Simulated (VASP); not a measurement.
# Ni (Fm-3m) in VASP: a series of runs

The runs below take Ni through single point, with PBE+U.

All numbers are computed with VASP 6.6.1; they aren't measurements. Logs are shortened: lines on timing, memory, paths and dates and some standing lists are left out, and cuts for length are marked.

### 1 The cell of the first run

The structure is cubic, space group Fm-3m (No. 225). Conventional cell: a = 3.538 Å, b = 3.538 Å, c = 3.538 Å, α = 90.00°, β = 90.00°, γ = 90.00°. Ni (site symmetry m-3m) has 12 Ni at 2.50 Å within 3.3 Å.

### 2 Single point, PBE+U, collinear spin, ferromagnetic start

INCAR reads:

```
SYSTEM = Ni
PREC     = Accurate       ! precision mode
ENCUT    = 590            ! plane-wave cutoff, eV
EDIFF    = 1E-6           ! SCF threshold, eV
ISMEAR   = -1             ! smearing method
SIGMA    = 0.1            ! smearing width, eV
LREAL    = .False.        ! projectors in reciprocal space
LASPH    = .True.         ! aspherical terms in the spheres
NELM     = 200            ! most SCF steps
ALGO     = Normal         ! electronic algorithm
ISIF     = 2              ! what is computed and relaxed
LWAVE    = .False.        ! write WAVECAR
LCHARG   = .False.        ! write CHGCAR
ISPIN    = 2              ! spin polarisation
MAGMOM   = 2              ! initial moments
LORBIT   = 11             ! projections on sites
LMAXMIX  = 4              ! l up to which the mixer works
LDAU     = .True.         ! DFT+U
LDAUTYPE = 2            
LDAUL    = 2              ! shell
LDAUU    = 3.8            ! U, eV
LDAUJ    = 0            
LDAUPRINT= 1            
GGA      = PE             ! functional
NBANDS   = 19             ! bands
GGA_COMPAT= .False.
```

KPOINTS reads:

```
regular mesh
0
Gamma
  13 13 13
  0 0 0
```

POSCAR reads:

```
Ni
1.0
    0.0000000000      1.7691000000      1.7691000000
    1.7691000000      0.0000000000      1.7691000000
    1.7691000000      1.7691000000      0.0000000000
Ni
1
Direct
    0.0000000000      0.0000000000      0.0000000000
```

Potentials or basis: VASP PAW PBE potentials, release 64 (Ni_sv_GW).

Run with:

```
$ cat potpaw_PBE.64/Ni_sv_GW/POTCAR > POTCAR
$ mpirun -np 1 vasp_std > vasp.out
```

OUTCAR:

```text
SYSTEM = Ni
   PREC = Accurate
   ENCUT = 590
   EDIFF = 1E-6
   ISMEAR = -1
   LREAL = .False.
   LASPH = .True.
   NELM = 200
   ISIF = 2
   ISPIN = 2
   LORBIT = 11
   GGA = PE

 ion  position               nearest neighbor table
   1  0.000  0.000  0.000-

  LATTYP: Found a face centered cubic cell.
 ALAT       =     3.5382000000

  Lattice vectors:

 A1 = (   0.0000000000,   1.7691000000,   1.7691000000)
 A2 = (   1.7691000000,   0.0000000000,   1.7691000000)
 A3 = (   1.7691000000,   1.7691000000,   0.0000000000)

Analysis of symmetry for initial positions (statically):
=====================================================================
 Subroutine PRICEL returns:
 Original cell was already a primitive cell.

 Routine SETGRP: Setting up the symmetry group for a
 face centered cubic supercell.

 Subroutine GETGRP returns: Found 48 space group operations
 (whereof 48 operations were pure point group operations)
 out of a pool of 48 trial point group operations.

The static configuration has the point symmetry O_h .

Analysis of symmetry for dynamics (positions and initial velocities):
=====================================================================
 Subroutine PRICEL returns:
 Original cell was already a primitive cell.

 Routine SETGRP: Setting up the symmetry group for a
 face centered cubic supercell.

 Subroutine GETGRP returns: Found 48 space group operations
 (whereof 48 operations were pure point group operations)
 out of a pool of 48 trial point group operations.

The dynamic configuration has the point symmetry O_h .

Analysis of structural, dynamic, and magnetic symmetry:
=====================================================================
 Subroutine PRICEL returns:
 Original cell was already a primitive cell.

 Routine SETGRP: Setting up the symmetry group for a
 face centered cubic supercell.

 Subroutine GETGRP returns: Found 48 space group operations
 (whereof 48 operations were pure point group operations)
 out of a pool of 48 trial point group operations.

The overall configuration has the point symmetry O_h .

 Subroutine INISYM returns: Found 48 space group operations
[... 147 lines left out ...]

spin component  2

  0.5868 -0.0000 -0.0000  0.0000 -0.0000
 -0.0000  0.5868 -0.0000  0.0000 -0.0000
 -0.0000 -0.0000  0.8461  0.0000  0.0000
  0.0000  0.0000  0.0000  0.5868 -0.0000
 -0.0000 -0.0000  0.0000 -0.0000  0.8461

 occupancies and eigenvectors

  o =  0.5868  v =  0.0000  0.0000  0.0000  0.0000  0.0000  1.0000  0.0000  0.0000  0.0000  0.0000      0.0000  0.0000  0.0000  0.0000  0.0000  0.0000  0.0000  0.0000  0.0000  0.0000
  o =  0.5868  v =  0.0000  0.0000  0.0000  0.0000  0.0000  0.0000  0.9107  0.0000 -0.4132 -0.0000      0.0000  0.0000  0.0000  0.0000  0.0000  0.0000  0.0000  0.0000  0.0000  0.0000
  o =  0.5868  v =  0.0000  0.0000  0.0000  0.0000  0.0000  0.0000  0.4132  0.0000  0.9107 -0.0000      0.0000  0.0000  0.0000  0.0000  0.0000  0.0000  0.0000  0.0000  0.0000  0.0000
  o =  0.8461  v =  0.0000  0.0000  0.0000  0.0000  0.0000  0.0000  0.0000 -0.0705  0.0000  0.9975      0.0000  0.0000  0.0000  0.0000  0.0000  0.0000  0.0000  0.0000  0.0000  0.0000
  o =  0.8461  v =  0.0000  0.0000  0.0000  0.0000  0.0000  0.0000  0.0000 -0.9975  0.0000 -0.0705      0.0000  0.0000  0.0000  0.0000  0.0000  0.0000  0.0000  0.0000  0.0000  0.0000
  o =  0.8834  v =  1.0000  0.0000  0.0000  0.0000  0.0000  0.0000  0.0000  0.0000  0.0000  0.0000      0.0000  0.0000  0.0000  0.0000  0.0000  0.0000  0.0000  0.0000  0.0000  0.0000
  o =  0.8834  v =  0.0000 -0.4331  0.0000 -0.9013  0.0000  0.0000  0.0000  0.0000  0.0000  0.0000      0.0000  0.0000  0.0000  0.0000  0.0000  0.0000  0.0000  0.0000  0.0000  0.0000
  o =  0.8834  v =  0.0000 -0.9013  0.0000  0.4331 -0.0000  0.0000  0.0000  0.0000  0.0000  0.0000      0.0000  0.0000  0.0000  0.0000  0.0000  0.0000  0.0000  0.0000  0.0000  0.0000
  o =  0.8911  v =  0.0000 -0.0000 -0.9475  0.0000  0.3198  0.0000  0.0000  0.0000  0.0000  0.0000      0.0000  0.0000  0.0000  0.0000  0.0000  0.0000  0.0000  0.0000  0.0000  0.0000
  o =  0.8911  v =  0.0000  0.0000 -0.3198 -0.0000 -0.9475  0.0000  0.0000  0.0000  0.0000  0.0000      0.0000  0.0000  0.0000  0.0000  0.0000  0.0000  0.0000  0.0000  0.0000  0.0000

 number of electron      17.9999987 magnetization       0.8575257

 Free energy of the ion-electron system (eV)
  ---------------------------------------------------
  ext. energy  EPLUGINS =         0.00000000
  ---------------------------------------------------
  free energy    TOTEN  =        -3.46736144 eV

  energy without entropy =       -3.43249630  energy(sigma->0) =       -3.44992887

 E-fermi :   7.6595     XC(G=0): -13.7101

 val. band max:        7.6373367840   @ k =  -0.3846   0.0769   0.0000
 cond. band min:       7.6605977896   @ k =   0.3846   0.1538   0.0000
 fundamental gap:      0.0232610056
 Fermi energy:         7.6594531376

 spin component 1

 k-point     1 :       0.0000    0.0000    0.0000
  band No.  band energies     occupation
      1     -95.6767      1.00000
      2     -55.9627      1.00000
      3     -55.9627      1.00000
      4     -55.9627      1.00000
      5      -1.2811      1.00000
      6       4.0397      1.00000
[... 1049 lines left out ...]
     18      46.0999      0.00000
     19      54.7920      0.00000

 [... further k-points ...]
[... 5 lines left out ...]
  --------------------------------------------------------------------------------------
  -------------------------------------------------------------------------------------
  Total       -0.2523936     -0.2523936     -0.2523936      0.0000000      0.0000000      0.0000000
  in kB      -36.5175559    -36.5175559    -36.5175559      0.0000000      0.0000000      0.0000000
  external PRESSURE =     -36.5175559 kB  Pullay stress =       0.0000000 kB

 VOLUME and BASIS-vectors are now :
 -----------------------------------------------------------------------------
  energy-cutoff  :      590.00
  volume of cell :       11.07
      direct lattice vectors                 reciprocal lattice vectors
     0.000000000  1.769100000  1.769100000    -0.282629586  0.282629586  0.282629586
     1.769100000  0.000000000  1.769100000     0.282629586 -0.282629586  0.282629586
     1.769100000  1.769100000  0.000000000     0.282629586  0.282629586 -0.282629586

 POSITION                                       TOTAL-FORCE (eV/Angst)
 -----------------------------------------------------------------------------------
      0.00000      0.00000      0.00000         0.000000      0.000000     -0.000000
 -----------------------------------------------------------------------------------
    total drift:                               -0.000000     -0.000000     -0.000000

  FREE ENERGIE OF THE ION-ELECTRON SYSTEM (eV)
  ---------------------------------------------------
  free  energy   TOTEN  =        -3.4673614391 eV

  energy  without entropy=       -3.4324962986  energy(sigma->0) =       -3.44992887

 total charge

# of ion       s       p       d       f       tot
--------------------------------------------------
    1        2.238   6.282   7.854   0.004  16.379

 magnetization (x)

# of ion       s       p       d       f       tot
--------------------------------------------------
    1       -0.004  -0.031   0.980  -0.000   0.945
```

stdout:

```text
POSCAR found type information on POSCAR Ni
 POSCAR found :  1 types and       1 ions
 scaLAPACK will be used
 LDA part: xc-table for (Slater+PW92), standard interpolation
 POSCAR, INCAR and KPOINTS ok, starting setup
 FFT: planning ... GRIDC
 FFT: planning ... GRID_SOFT
 FFT: planning ... GRID
 WAVECAR not read
 entering main loop
```

Run time: 35 s. Hardware: 1 thread of AMD EPYC 9R14 (Zen 4), shared host; peak memory 0.13 GiB.

Results:

| Property | Result |
| --- | --- |
| Free energy | -3.4674 eV |
| Pressure | -3.7 GPa |
| Net moment | 0.86 μB per cell |
| Site moments | Ni +0.94 μB |
| Valence electrons inside the program's atomic spheres | Ni 16.38 |

Eigenvalues of the final occupation matrices:
| site | spin | trace | eigenvalues |
| --- | --- | --- | --- |
| site 1 d | 1 | 4.43 | 0.88 0.88 0.88 0.89 0.89 |
| site 1 d | 2 | 3.45 | 0.59 0.59 0.59 0.85 0.85 |

Caveat: the U is typed as a test and isn't derived for this compound.

### 3 Single point, PBE+U, collinear spin, ferromagnetic start

INCAR reads:

```
PREC = Accurate ; ENCUT = 590
EDIFF = 1E-6 ; ISMEAR = -1
SIGMA = 0.1 ; LREAL = F
LASPH = T ; NELM = 200
ALGO = Normal ; ISIF = 2
LWAVE = F ; LCHARG = T
ISPIN = 2 ; MAGMOM = 2
LORBIT = 11 ; LMAXMIX = 4
LDAU = T ; LDAUTYPE = 2
LDAUL = 2 ; LDAUU = 3.8
LDAUJ = 0 ; LDAUPRINT = 1
GGA = PE ; LELF = T
LVHAR = T ; NBANDS = 19
GGA_COMPAT = F
```

KPOINTS reads:

```
regular mesh
0
Gamma
  13 13 13
```

POSCAR is that of step 2.

Potentials or basis: VASP PAW PBE potentials, release 64 (Ni_sv_GW).

Run with:

```
$ cat potpaw_PBE.64/Ni_sv_GW/POTCAR > POTCAR
$ mpirun -np 1 vasp_std > vasp.out
```

Run time: 50 s. Hardware: 1 thread of Intel Xeon Platinum 8488C (Sapphire Rapids), shared host; peak memory 0.16 GiB.

Results (log left out):

- Free energy: -3.4674 eV
- Pressure: -3.7 GPa
- Net moment: 0.86 μB per cell
- Site moments: Ni +0.94 μB
- Valence electrons inside the program's atomic spheres: Ni 16.38

Levels at points of the mesh, in eV from the Fermi level:
Spin up:
```tsv
k point	band 6	band 7	band 8	band 9	band 10	band 11	band 12	band 13	band 14	band 15
(0.00, 0.00, 0.00)	-3.62	-3.62	-3.62	-2.32	-2.32	23.42	27.19	27.19	27.19	29.16
```
Spin down:
| k point | band 6 | band 7 | band 8 | band 9 | band 10 | band 11 |
| --- | --- | --- | --- | --- | --- | --- |
| (0.00, 0.00, 0.00) | -1.48 | -1.48 | -1.39 | -1.39 | -1.39 | 22.99 |

Eigenvalues of the final occupation matrices:
```tsv
site	spin	trace	eigenvalues
site 1 d	1	4.43	0.88 0.88 0.88 0.89 0.89
site 1 d	2	3.45	0.59 0.59 0.59 0.85 0.85
```

Caveat: the U is typed as a test and isn't derived for this compound. The state reached can hang on the start; a lower one may exist.
